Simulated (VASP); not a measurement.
# BaTiO3 (R3m) in VASP: a series of runs

Runs on BaTiO3. Level: LDA. Tasks: single point.

Everything below comes from runs of VASP 6.6.1. Logs are shortened: lines on timing, memory, paths and dates and some standing lists are left out, and cuts for length are marked.

## 1. The cell of the first run

It takes space group R3m (No. 160, trigonal). The conventional cell has a = 5.655 Å, b = 5.655 Å, c = 6.814 Å, α = 90.00°, β = 90.00°, γ = 120.00°. Ba (site symmetry 3m) has 12 O at 2.75 to 2.84 Å and 8 Ti at 3.31 to 3.50 Å within 3.6 Å. Within 2.5 Å of Ti (site symmetry 3m) lie 6 O at 1.87 to 2.12 Å. Within 2.5 Å of O (site symmetry m) lie 2 Ti at 1.87 to 2.12 Å.

## 2. Single point, LDA (zz strain of -2 %)

INCAR reads:

```
  PREC = Accurate
  ENCUT = 520
  EDIFF = 1E-7
  ISMEAR = -1
  SIGMA = 0.05
  LREAL = False
  LASPH = True
  NELM = 80
  ALGO = Normal
  ISIF = 2
  LWAVE = False
  LCHARG = True
  LELF = True
  LVHAR = True
  NBANDS = 28
```

KPOINTS reads:

```
regular mesh
0
Gamma
  9 9 9
```

POSCAR reads:

```
BaTiO3
1.0
    2.8276681575      1.6325549719      2.2713769758
   -2.8276681575      1.6325549719      2.2713769758
    0.0000000000     -3.2651099438      2.2713769758
Ba Ti O
1 1 3
Direct
    0.0000000000      0.0000000000      0.0000000000
    0.5140000000      0.5140000000      0.5140000000
    0.4916000000      0.4916000000      0.9815000000
    0.4916000000      0.9815000000      0.4916000000
    0.9815000000      0.4916000000      0.4916000000
```

Potentials or basis: VASP PAW LDA potentials, release 64 (Ba_sv, Ti_sv, O).

Command:

```bash
$ cat potpaw_LDA.64/Ba_sv/POTCAR potpaw_LDA.64/Ti_sv/POTCAR potpaw_LDA.64/O/POTCAR > POTCAR
$ mpirun -np 1 vasp_std > vasp.out
```

OUTCAR:

```text
PREC = Accurate
   ENCUT = 520
   EDIFF = 1E-7
   ISMEAR = -1
   LREAL = False
   LASPH = True
   NELM = 80
   ISIF = 2

 ion  position               nearest neighbor table
   1  0.000  0.000  0.000-   3 2.75   4 2.75   5 2.75   5 2.83   4 2.83   4 2.83   5 2.83   3 2.83
                             3 2.83   3 2.84   4 2.84   5 2.84   2 3.31   2 3.43   2 3.43   2 3.43
   2  0.514  0.514  0.514-   3 1.87   4 1.87   5 1.87   3 2.12   4 2.12   5 2.12   1 3.31   1 3.43
                             1 3.43   1 3.43   1 3.49   1 3.49   1 3.49   1 3.50
   3  0.492  0.492  0.981-   2 1.87   2 2.12   1 2.75   1 2.83   1 2.83   1 2.84
   4  0.492  0.981  0.492-   2 1.87   2 2.12   1 2.75   1 2.83   1 2.83   1 2.84
   5  0.981  0.492  0.492-   2 1.87   2 2.12   1 2.75   1 2.83   1 2.83   1 2.84

  LATTYP: Found a trigonal (rhomboedric) cell.
 ALAT       =     3.9774484675
 COS(alpha) =    -0.0108291443

  Lattice vectors:

 A1 = (   2.8276681575,   1.6325549719,   2.2713769758)
 A2 = (  -2.8276681575,   1.6325549719,   2.2713769758)
 A3 = (   0.0000000000,  -3.2651099438,   2.2713769758)

Analysis of symmetry for initial positions (statically):
=====================================================================
 Subroutine PRICEL returns:
 Original cell was already a primitive cell.

 Routine SETGRP: Setting up the symmetry group for a
 trigonal (rhombohedral) supercell.

 Subroutine GETGRP returns: Found  6 space group operations
 (whereof  6 operations were pure point group operations)
 out of a pool of 12 trial point group operations.

The static configuration has the point symmetry C_3v.

Analysis of symmetry for dynamics (positions and initial velocities):
=====================================================================
 Subroutine PRICEL returns:
 Original cell was already a primitive cell.

 Routine SETGRP: Setting up the symmetry group for a
 trigonal (rhombohedral) supercell.

 Subroutine GETGRP returns: Found  6 space group operations
 (whereof  6 operations were pure point group operations)
 out of a pool of 12 trial point group operations.

The dynamic configuration has the point symmetry C_3v.

 Subroutine INISYM returns: Found  6 space group operations
 (whereof  6 operations are pure point group operations),
 and found     1 'primitive' translations

----------------------------------------------------------------------------------------

                                     Primitive cell

  volume of cell :      62.9125

  direct lattice vectors                    reciprocal lattice vectors
     2.827668157  1.632554972  2.271376976     0.176824143  0.102089467  0.146753858
    -2.827668157  1.632554972  2.271376976    -0.176824143  0.102089467  0.146753858
     0.000000000 -3.265109944  2.271376976     0.000000000 -0.204178934  0.146753858

  length of vectors
     3.977448467  3.977448467  3.977448467     0.251447274  0.251447274  0.251447274

  position of ions in fractional coordinates (direct lattice)
     0.000000000  0.000000000  0.000000000
     0.514000000  0.514000000  0.514000000
     0.491600000  0.491600000  0.981500000
     0.491600000  0.981500000  0.491600000
     0.981500000  0.491600000  0.491600000

  ion indices of the primitive-cell ions
   primitive index   ion index
                 1           1
                 2           2
                 3           3
                 4           4
                 5           5

----------------------------------------------------------------------------------------

 KPOINTS: regular mesh

Automatic generation of k-mesh.
 Grid dimensions read from file:
 generate k-points for:    9    9    9

 Generating k-lattice:

  Cartesian coordinates                     Fractional coordinates (reciprocal lattice)
     0.019647127  0.011343274  0.016305984     0.111111111  0.000000000  0.000000000
    -0.019647127  0.011343274  0.016305984     0.000000000  0.111111111  0.000000000
     0.000000000 -0.022686548  0.016305984     0.000000000  0.000000000  0.111111111

  Length of vectors
     0.027938586  0.027938586  0.027938586

  Shift w.r.t. Gamma in fractional coordinates (k-lattice)
     0.000000000  0.000000000  0.000000000

 Subroutine IBZKPT returns following result:
 ===========================================

 Found     85 irreducible k-points:

 Following reciprocal coordinates:
            Coordinates               Weight
  0.000000  0.000000  0.000000      1.000000
  0.111111  0.000000  0.000000      6.000000
  0.222222 -0.000000  0.000000      6.000000
  0.333333  0.000000  0.000000      6.000000
  0.444444 -0.000000  0.000000      6.000000
  0.111111  0.111111  0.000000      6.000000
[... 16 lines left out ...]
 -0.333333  0.333333  0.000000      6.000000
  0.444444  0.444444 -0.000000      6.000000
 [... further k-points ...]
   k-points           NKPTS =     85   k-points in BZ     NKDIM =     85   number of bands    NBANDS=     28
   number of dos      NEDOS =    301   number of ions     NIONS =      5
   total plane-waves  NPLWV =  27000
   dimension x,y,z NGX =    30 NGY =   30 NGZ =   30
   dimension x,y,z NGXF=    60 NGYF=   60 NGZF=   60
   ions per type =               1   1   3
   NGX,Y,Z   is equivalent  to a cutoff of  12.54, 12.54, 12.54 a.u.
   NGXF,Y,Z  is equivalent  to a cutoff of  25.08, 25.08, 25.08 a.u.
 SYSTEM =  unknown system
   PREC   = accura    normal or accurate (medium, high low for compatibility)
   ISTART =      0    job   : 0-new  1-cont  2-samecut
   ICHARG =      2    charge: 1-file 2-atom 10-const
   ISPIN  =      1    spin polarized calculation?
   LNONCOLLINEAR =      F non collinear calculations
   LSORBIT =      F    spin-orbit coupling
   LASPH  =      T    aspherical Exc in radial PAW
   ENCUT  =  520.0 eV  38.22 Ry    6.18 a.u.   7.40  7.40  7.40*2*pi/ulx,y,z
   NELM   =     80;   NELMIN=  2; NELMDL= -5     # of ELM steps
   EDIFF  = 0.1E-06   stopping-criterion for ELM
   LREAL  =      F    real-space projection
   EDIFFG = 0.1E-05   stopping-criterion for IOM
   NSW    =      0    number of steps for IOM
   IBRION =     -1    ionic relax: 0-MD 1-quasi-New 2-CG
   NFREE  =      0    steps in history (QN), initial steepest desc. (CG)
   ISIF   =      2    stress and relaxation
   ISYM   =      2    0-nonsym 1-usesym 2-fastsym
   POTIM  = 0.5000    time-step for ionic-motion
   TEBEG  =    0.0;   TEEND  =   0.0 temperature during run
   PSTRESS=    0.0 pullay stress
   NELECT =      40.0000    total number of electrons
   NUPDOWN=      -1.0000    fix difference up-down
   EMIN   =  10.00;   EMAX   =-10.00  energy-range for DOS
   EFERMI =   0.00;   METHOD = LEGACY
   ISMEAR =    -1;   SIGMA  =   0.05  broadening in eV -4-tet -1-fermi 0-gaus
   EFERMI_NEDOS =   21; number of points for ismear=-14 and -15
   IALGO  =     38    algorithm
   IMIX   =      4    mixing-type and parameters
     AMIX     =   0.40;   BMIX     =  1.00
     AMIX_MAG =   1.60;   BMIX_MAG =  1.00
  volume/ion in A,a.u.               =      12.58        84.91
  Fermi-wavevector in a.u.,A,eV,Ry     =   1.407719  2.660203 26.962289  1.981672
  Thomas-Fermi vector in A             =   2.529950
   LORBIT       =      0    0 simple, 1 ext, 2 COOP (PROOUT), +10 PAW based schemes
   GGA     = CA    functional components
   LHFCALC =     F    Hartree Fock is set to
   AEXX    =    0.0000 exact exchange contribution
   IVDW    =     0    specifies the selected vdW correction
   LEPSILON=     F    determine dielectric tensor
   LRPA    =     F    only Hartree local field effects (RPA)
 non-spin polarized calculation
  energy-cutoff  :      520.00
  volume of cell :       62.91
 maximum number of plane-waves:      1731
 NGX is ok and might be reduce to    30
   NGX = 15   NGY = 15   NGZ = 15

 number of electron      39.9999999 magnetization

 Free energy of the ion-electron system (eV)
  ---------------------------------------------------
  ext. energy  EPLUGINS =         0.00000000
  ---------------------------------------------------
  free energy    TOTEN  =       -44.14466692 eV

  energy without entropy =      -44.14466692  energy(sigma->0) =      -44.14466692

 E-fermi :   4.6248     XC(G=0): -11.8201

 val. band max:        3.6025093619   @ k =   0.4444   0.4444   0.4444
 cond. band min:       5.9414100259   @ k =   0.0000   0.0000   0.0000
 fundamental gap:      2.3389006640
 Fermi energy:         4.6247853787

 k-point     1 :       0.0000    0.0000    0.0000
  band No.  band energies     occupation
      1     -51.8624      2.00000
      2     -28.5342      2.00000
      3     -28.5310      2.00000
      4     -28.5310      2.00000
      5     -20.9893      2.00000
      6     -12.9424      2.00000
[... 20 lines left out ...]
     27       8.5594      0.00000
     28      11.0184      0.00000

 k-point     2 :       0.1111    0.0000    0.0000
  band No.  band energies     occupation
      1     -51.8622      2.00000
      2     -28.5395      2.00000
      3     -28.5325      2.00000
      4     -28.5307      2.00000
      5     -20.9738      2.00000
      6     -12.9527      2.00000
[... 20 lines left out ...]
     27       8.8142      0.00000
     28      11.3195      0.00000

 k-point     3 :       0.2222   -0.0000    0.0000
  band No.  band energies     occupation
      1     -51.8619      2.00000
      2     -28.5574      2.00000
      3     -28.5319      2.00000
      4     -28.5299      2.00000
      5     -20.9339      2.00000
      6     -13.0179      2.00000
[... 20 lines left out ...]
     27       9.5068      0.00000
     28      12.1211      0.00000

 k-point     4 :       0.3333    0.0000    0.0000
  band No.  band energies     occupation
      1     -51.8614      2.00000
      2     -28.5779      2.00000
      3     -28.5311      2.00000
      4     -28.5291      2.00000
      5     -20.8876      2.00000
      6     -13.1350      2.00000
[... 20 lines left out ...]
     27      10.4139      0.00000
     28      11.9942      0.00000

 k-point     5 :       0.4444   -0.0000    0.0000
  band No.  band energies     occupation
      1     -51.8612      2.00000
      2     -28.5912      2.00000
      3     -28.5306      2.00000
      4     -28.5285      2.00000
      5     -20.8569      2.00000
      6     -13.2236      2.00000
[... 20 lines left out ...]
     27      11.1186      0.00000
     28      11.9119      0.00000

 k-point     6 :       0.1111    0.1111    0.0000
  band No.  band energies     occupation
      1     -51.8621      2.00000
      2     -28.5404      2.00000
      3     -28.5377      2.00000
      4     -28.5312      2.00000
      5     -20.9586      2.00000
      6     -12.9538      2.00000
[... 463 lines left out ...]
      5     -20.7923      2.00000
      6     -12.7941      2.00000
[... 20 lines left out ...]
     27      11.9959      0.00000
     28      13.1015      0.00000

 k-point    22 :      -0.4444    0.3333    0.0000
  band No.  band energies     occupation
      1     -51.8602      2.00000
      2     -28.5878      2.00000
      3     -28.5739      2.00000
      4     -28.5277      2.00000
      5     -20.7927      2.00000
      6     -12.7896      2.00000
[... 20 lines left out ...]
     27      11.9601      0.00000
     28      13.0894      0.00000

 k-point    23 :      -0.3333    0.3333    0.0000
  band No.  band energies     occupation
      1     -51.8605      2.00000
      2     -28.5758      2.00000
      3     -28.5738      2.00000
      4     -28.5283      2.00000
      5     -20.8150      2.00000
      6     -12.8378      2.00000
[... 20 lines left out ...]
     27      12.0884      0.00000
     28      12.3623      0.00000

 k-point    24 :       0.4444    0.4444   -0.0000
  band No.  band energies     occupation
      1     -51.8600      2.00000
      2     -28.5870      2.00000
      3     -28.5866      2.00000
      4     -28.5272      2.00000
      5     -20.7732      2.00000
      6     -12.6385      2.00000
[... 20 lines left out ...]
     27      11.8388      0.00000
     28      13.5834      0.00000

 [... further k-points ...]

------------------------ aborting loop because EDIFF is reached ----------------------------------------

  FORCE on cell =-STRESS in cart. coord.  units (eV):
  Direction    XX          YY          ZZ          XY          YZ          ZX
  --------------------------------------------------------------------------------------
  -------------------------------------------------------------------------------------
  Total       -0.7556808     -0.7556808      0.9914912     -0.0000000      0.0000000     -0.0000000
  in kB      -19.2447483    -19.2447483     25.2500786     -0.0000000      0.0000000     -0.0000000
  external PRESSURE =      -4.4131394 kB  Pullay stress =       0.0000000 kB

 VOLUME and BASIS-vectors are now :
 -----------------------------------------------------------------------------
  energy-cutoff  :      520.00
  volume of cell :       62.91
      direct lattice vectors                 reciprocal lattice vectors
     2.827668157  1.632554972  2.271376976     0.176824143  0.102089467  0.146753858
    -2.827668157  1.632554972  2.271376976    -0.176824143  0.102089467  0.146753858
     0.000000000 -3.265109944  2.271376976     0.000000000 -0.204178934  0.146753858

 POSITION                                       TOTAL-FORCE (eV/Angst)
 -----------------------------------------------------------------------------------
      0.00000      0.00000      0.00000        -0.000000      0.000000      0.098091
      0.00000      0.00000      3.50246        -0.000000      0.000000     -0.278490
      0.00000     -1.59958      4.46257        -0.000000     -0.192471      0.060133
     -1.38527      0.79979      4.46257        -0.166685      0.096236      0.060133
      1.38527      0.79979      4.46257         0.166685      0.096236      0.060133
 -----------------------------------------------------------------------------------
    total drift:                               -0.000000      0.000002     -0.000743

  FREE ENERGIE OF THE ION-ELECTRON SYSTEM (eV)
  ---------------------------------------------------
  free  energy   TOTEN  =       -44.1446669239 eV

  energy  without entropy=      -44.1446669238  energy(sigma->0) =      -44.14466692
```

It took 3.4 min on 1 thread of Intel Xeon 8259CL, shared host; peak memory 0.26 GiB.

Results:

```yaml
Free_energy: -44.1447 eV
Pressure: -0.4 GPa
Largest_force: 0.278 eV/Å
Band_gap_on_the_k_mesh: 2.34 eV (least direct gap 2.72 eV)
```

Forces in eV/Å, atoms in the order of the input:
```
Ba   0.000  0.000  0.098
Ti   0.000  0.000 -0.278
O    0.000 -0.192  0.060
O   -0.167  0.096  0.060
O    0.167  0.096  0.060
```

Stress tensor (GPa, compression positive):
```
-1.92  0.00  0.00
 0.00 -1.92  0.00
 0.00  0.00  2.53
```

Levels at points of the mesh, in eV from the valence-band top:
```csv
k point,band 17,band 18,band 19,band 20,band 21,band 22,band 23,band 24
"(0.00, 0.00, 0.00)",-1.15,-0.42,-0.38,-0.38,2.34,2.34,2.42,4.63
```

Caveat: the cell differs from its parent crystal (zz strain of -2 %); spin-orbit coupling is left out, which moves the levels of the heavy elements; an odd mesh through Γ misses points on the zone boundary, where band edges can lie.

## 3. Single point, LDA (zz strain of +1 %)

INCAR reads:

```
PREC = Accurate ; ENCUT = 520
EDIFF = 1E-6 ; ISMEAR = -1
SIGMA = 0.05 ; LREAL = F
LASPH = T ; NELM = 100
ALGO = Normal ; ISIF = 2
LWAVE = F ; LCHARG = T
LELF = T ; LVHAR = T
NBANDS = 28
```

KPOINTS is that of step 2.

POSCAR: that of step 2 with these lines changed.

```diff
@@ -2,5 +2,5 @@
 1.0
-    2.8276681575      1.6325549719      2.2713769758
-   -2.8276681575      1.6325549719      2.2713769758
-    0.0000000000     -3.2651099438      2.2713769758
+    2.8276681575      1.6325549719      2.3409089241
+   -2.8276681575      1.6325549719      2.3409089241
+    0.0000000000     -3.2651099438      2.3409089241
 Ba Ti O
```

Potentials or basis: VASP PAW LDA potentials, release 64 (Ba_sv, Ti_sv, O).

Command:

```bash
$ cat potpaw_LDA.64/Ba_sv/POTCAR potpaw_LDA.64/Ti_sv/POTCAR potpaw_LDA.64/O/POTCAR > POTCAR
$ mpirun -np 1 vasp_std > vasp.out
```

Run time: 3.5 min. Hardware: 1 thread of Intel Xeon 8259CL, shared host; peak memory 0.26 GiB.

Results (log left out):

```
Free energy            : -44.1178 eV
Pressure               : -5.5 GPa
Largest force          : 0.108 eV/Å
Band gap on the k mesh : 2.28 eV (least direct gap 2.61 eV)
```

Forces in eV/Å, atoms in the order of the input:
```
Ba   0.000  0.000  0.104
Ti   0.000  0.000  0.108
O    0.000 -0.057 -0.071
O   -0.049  0.028 -0.071
O    0.049  0.028 -0.071
```

Stress tensor (GPa, compression positive):
```
-4.67  0.00  0.00
 0.00 -4.67  0.00
 0.00  0.00 -7.07
```

Levels at points of the mesh, in eV from the valence-band top:
```
           k point  band 16  band 17  band 18  band 19  band 20  band 21  band 22  band 23  band 24  band 25
(0.00, 0.00, 0.00)    -1.28    -1.00    -0.52    -0.33    -0.33     2.28     2.28     2.44     4.46     4.46
```

Caveat: the cell differs from its parent crystal (zz strain of +1 %); the cell stands under tension; spin-orbit coupling is left out, which moves the levels of the heavy elements; an odd mesh through Γ misses points on the zone boundary, where band edges can lie.

(Continued in part 2 of 2.)
